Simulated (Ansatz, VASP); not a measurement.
GeBr: VASP beside Ansatz

The input POSCAR:

```
GeBr
1.0
    3.6509615909      0.0000000000      0.0000000000
    0.0000000000      3.6509615909      0.0000000000
    0.0000000000      0.0000000000      3.6509615909
Ge Br
1 1
Direct
    0.0000000000      0.0000000000      0.0000000000
    0.5000000000      0.5000000000      0.5000000000
```

File INCAR.step1:

```
PREC     = Accurate       # precision mode
ENCUT    = 520            # plane-wave cutoff, eV
ISMEAR   = 0              # smearing method
SIGMA    = 0.1            # smearing width, eV
LREAL    = F              # projectors in reciprocal space
LASPH    = T              # aspherical terms in the spheres
NELM     = 80             # most SCF steps
NBANDS   = 18             # bands
GGA      = PE             # functional
ALGO     = Normal         # electronic algorithm
EDIFF    = 1E-4           # SCF threshold, eV
LWAVE    = T              # write WAVECAR
LCHARG   = F              # write CHGCAR
```

Contents of INCAR.step2:

```
PREC     = Accurate       # precision mode
ENCUT    = 520            # plane-wave cutoff, eV
EDIFF    = 1E-7           # SCF threshold, eV
ISMEAR   = 0              # smearing method
SIGMA    = 0.1            # smearing width, eV
LREAL    = F              # projectors in reciprocal space
LASPH    = T              # aspherical terms in the spheres
NELM     = 80             # most SCF steps
ALGO     = Normal         # electronic algorithm
ISIF     = 2              # what is computed and relaxed
LWAVE    = F              # write WAVECAR
LCHARG   = T              # write CHGCAR
METAGGA  = R2SCAN         # meta-GGA
LMIXTAU  = T            
LELF     = T              # ELF
LVHAR    = T            
NBANDS   = 18             # bands
ISTART   = 1
```

The input KPOINTS:

```
Automatic mesh
0
Gamma
  6 6 6
```

Input for Ansatz:

```yaml
crystal:
  lattice:
    - [3.6509615909, 0.0, 0.0]
    - [0.0, 3.6509615909, 0.0]
    - [0.0, 0.0, 3.6509615909]
  atoms:
    - { symbol: Ge, position: [0.0, 0.0, 0.0] }
    - { symbol: Br, position: [0.5, 0.5, 0.5] }
basis:
  ecutwfc: 500
kpoints:
  mp_grid: { grid: [6, 6, 6] }
hamiltonian:
  xc: r2scan
scf:
  occupations: { method: gaussian, width: 0.1 }
  lower_state_search: "off"
output:
  forces: true
  stress: true
  eigenvalues: true
```

Alike in both runs: task single point; functional r2SCAN; k mesh 6 × 6 × 6; occupations gaussian, width 0.1 eV; no spin polarisation.

```csv
,VASP,Ansatz
version,VASP 6.6.1,Ansatz 0.2.0
potentials or method,"VASP PAW PBE potentials, release 64 (Ge_d, Br), cutoff 520 eV","scalar-relativistic, plane waves, PAW"
valence electrons in the cell,21,21
```

Ansatz gave:

```
gap on the k mesh at the Fermi level (eV) : none
pressure (GPa)                            : -0.8
```

Q: Which values does VASP return?

A: gap on the k mesh at the Fermi level (eV): none; pressure (GPa): -0.9.

VASP's potentials were made for PBE, not for r2SCAN. A gap of «none» marks a metal or a gap that the smearing closes. With one functional, cell and mesh, what is left measures potentials, basis and numerics.
